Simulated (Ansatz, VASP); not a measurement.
**One calculation of BaTiO3, two programs**

Contents of POSCAR:

```
BaTiO3
1.0
    4.0890654813      0.0000000000      0.0000000000
    0.0000000000      2.9106184579      2.9190828388
    0.0000000000     -2.9106184579      2.9190828388
Ba Ti O
1 1 3
Direct
    0.0000000000      0.0000000000      0.0000000000
    0.5000000000      0.5124000000      0.5124000000
    0.0000000000      0.4874000000      0.4874000000
    0.5000000000      0.5052400000      0.9918400000
    0.5000000000      0.9918400000      0.5052400000
```

Contents of INCAR.step1:

```
PREC = Accurate
ENCUT = 520
ISMEAR = -1
SIGMA = 0.1
LREAL = False
LASPH = True
NELM = 60
NBANDS = 28
GGA = PE
ALGO = Normal
EDIFF = 1E-4
LWAVE = True
LCHARG = False
```

INCAR.step2

```
PREC = Accurate
ENCUT = 520
EDIFF = 1E-7
ISMEAR = -1
SIGMA = 0.1
LREAL = False
LASPH = True
NELM = 60
ALGO = Normal
ISIF = 2
LWAVE = False
LCHARG = False
METAGGA = R2SCAN
LMIXTAU = True
NBANDS = 28
ISTART = 1
```

File KPOINTS:

```
Automatic mesh
0
Gamma
  6 6 6
```

Input for Ansatz:

```yaml
crystal:
  lattice:
    - [4.089065481287985, 0.0, 0.0]
    - [0.0, 2.910618457876273, 2.9190828388123222]
    - [0.0, -2.910618457876273, 2.9190828388123222]
  atoms:
    - { symbol: Ba, position: [0.0, 0.0, 0.0] }
    - { symbol: Ti, position: [0.5, 0.5124, 0.5124] }
    - { symbol: O, position: [0.0, 0.4874, 0.4874] }
    - { symbol: O, position: [0.5, 0.50524, 0.99184] }
    - { symbol: O, position: [0.5, 0.99184, 0.50524] }
basis:
  ecutwfc: 600.0
kpoints:
  mp_grid:
    grid: [6, 6, 6]
hamiltonian:
  xc: r2scan
  pseudopotentials:
    kind: paw
scf:
  convergence:
    dr2_threshold: 1.0e-10
  occupations:
    method: fermi_dirac
output:
  stress: true
```

Alike in both runs: task single point; functional r2SCAN; k mesh 6 × 6 × 6; no spin polarisation.

```csv
,VASP,Ansatz
version,VASP 6.6.1,Ansatz 0.2.0
potentials or method,"VASP PAW PBE potentials, release 64 (Ba_sv, Ti_sv, O), cutoff 520 eV","plane waves, PAW"
occupations,"fermi-dirac, width 0.1 eV",fermi-dirac
valence electrons in the cell,40,40
```

```tsv
	VASP	Ansatz	Ansatz less VASP
pressure (GPa)	-10.8	-12.2	-1.46
traceless stress, the component that is largest in VASP (GPa)	-0.33	-0.33	-0.005
```

VASP's potentials were made for PBE, not for r2SCAN.

Neither program's run includes spin-orbit coupling.
